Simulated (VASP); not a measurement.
# Zr3SbH: single point with PBE

Zr3SbH:

```
Zr Sb H
1.0
     4.46206    0.00000    0.00000
     0.00000    4.46206    0.00000
     0.00000    0.00000    4.46206
Zr Sb H
3 1 1
Direct
  0.00000 0.50000 0.50000
  0.50000 0.00000 0.50000
  0.50000 0.50000 0.00000
  0.00000 0.00000 0.00000
  0.50000 0.50000 0.50000
```

- Program: VASP 6.6.1
- Task: single point
- Functional: PBE
- Potentials or basis: VASP PAW PBE potentials, release 64 (Zr_sv, Sb, H)
- Cutoff: 520 eV
- k mesh: 4 × 4 × 4
- Occupations: gaussian, width 0.1 eV
- Spin: collinear spin, ferromagnetic start
- Starting moments: [1.0, 1.0, 1.0, 0.0, 0.0] μB

- Pressure: 0.2 GPa
- Band gap on the k mesh: zero (filled and empty bands overlap)
- Net moment: 0.00 μB per cell
- Valence electrons inside the program's atomic spheres: Zr 9.90; Sb 2.48; H 0.55

Levels at points of the mesh, in eV from the Fermi level:
Spin up:
| k point | band 18 | band 19 | band 20 | band 21 | band 22 | band 23 |
| --- | --- | --- | --- | --- | --- | --- |
| (0.00, 0.00, 0.00) | -1.91 | -1.91 | -1.69 | -1.69 | -1.69 | 1.89 |
| (0.50, 0.00, 0.00) | -1.36 | -0.78 | 0.14 | 0.14 | 0.47 | 0.71 |
| (0.50, 0.50, 0.00) | -1.03 | -1.03 | -0.87 | 0.37 | 0.37 | 0.85 |
| (0.50, 0.50, 0.50) | -2.86 | -2.86 | -2.86 | 0.49 | 0.49 | 0.49 |
Spin down:
```csv
k point,band 17,band 18,band 19,band 20,band 21,band 22,band 23,band 24
"(0.00, 0.00, 0.00)",-1.91,-1.91,-1.91,-1.69,-1.69,-1.69,1.89,1.94
"(0.50, 0.00, 0.00)",-3.13,-1.36,-0.78,0.14,0.14,0.47,0.71,0.87
"(0.50, 0.50, 0.00)",-3.62,-1.03,-1.03,-0.87,0.37,0.37,0.85,1.39
"(0.50, 0.50, 0.50)",-3.03,-2.86,-2.86,-2.86,0.49,0.49,0.49,1.46
```

Run time: 59 s on 1 thread of Intel(R) Xeon(R) Platinum 8375C CPU @ 2.90GHz (Ice Lake) (shared host), peak memory 0.26 GiB.

Caveat: spin-orbit coupling is left out, which moves the levels of the heavy elements.
